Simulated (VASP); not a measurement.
Wanted: the native input for a VASP 6.6.1 run.

```yaml
Task: relaxation of cell and atoms
Functional: PBE
Potentials_or_basis: VASP PAW PBE potentials, release 64 (Zr_sv, Ti_sv, B)
Cutoff: 600 eV
k_mesh: 5 × 5 × 3
Occupations: gaussian, width 0.2 eV
Spin: no spin polarisation
Dipole_correction: no
Further_INCAR_settings: ALGO = Normal; EDIFF = 1e-06; IBRION = 2; EDIFFG = -0.08; NSW = 36; ISIF = 3
```

The structure of ZrTi2B3 lies in POSCAR:

```
ZrTi2B3
1.0
    4.0596308100      0.0000000000      0.0000000000
   -2.0298154100      3.5157434100      0.0000000000
    0.0000000000      0.0000000000      5.1243147700
Zr Ti B
1 2 3
Direct
    0.0000000000      0.0000000000      0.0000000000
    0.6666666700      0.3333333300      0.5000000000
    0.3333333300      0.6666666700      0.0000000000
    0.1726346400      0.8273653600      0.5000000000
    0.1726346400      0.3452692800      0.5000000000
    0.6547307200      0.8273653600      0.5000000000
```

The input as run:

INCAR

```
SYSTEM = ZrTi2B3
PREC = Accurate ; ENCUT = 600
EDIFF = 1E-6 ; ISMEAR = 0
SIGMA = 0.2 ; LREAL = .False.
LASPH = .True. ; NELM = 60
ALGO = Normal ; ISIF = 3
LWAVE = .False. ; LCHARG = .False.
GGA = PE ; IBRION = 2
NSW = 36 ; EDIFFG = -0.08
```

KPOINTS

```
Automatic mesh
0
Gamma
  5 5 3
  0 0 0
```

Potentials or basis: VASP PAW PBE potentials, release 64 (Zr_sv, Ti_sv, B).

Launch:

```console
$ cat potpaw_PBE.64/Zr_sv/POTCAR potpaw_PBE.64/Ti_sv/POTCAR potpaw_PBE.64/B/POTCAR > POTCAR
$ mpirun -np 1 vasp_std > vasp.out
```

It gave:

```
Relaxed volume                         : 12.83 Å³/atom
Relaxed cell                           : a = 4.788 Å, b = 4.788 Å, c = 3.878 Å, α = 90.00°, β = 90.00°, γ = 120.00°
Space group after relaxing (to 0.05 Å) : P-6m2 (No. 187)
Energy gained by relaxing              : 1008.5 meV/atom
Ionic steps                            : 15
Pressure after relaxing                : 0.5 GPa
Largest force after relaxing           : 0.031 eV/Å
```

Caveat: the k points lie up to 0.54 Å⁻¹ apart in the final cell; the relaxation stopped at a loose force limit of 0.08 eV/Å, so its end isn't a converged minimum.

It took 4.6 min on 1 thread of Intel(R) Xeon(R) Platinum 8375C CPU @ 2.90GHz (Ice Lake), on a shared host, peak memory 0.22 GiB.
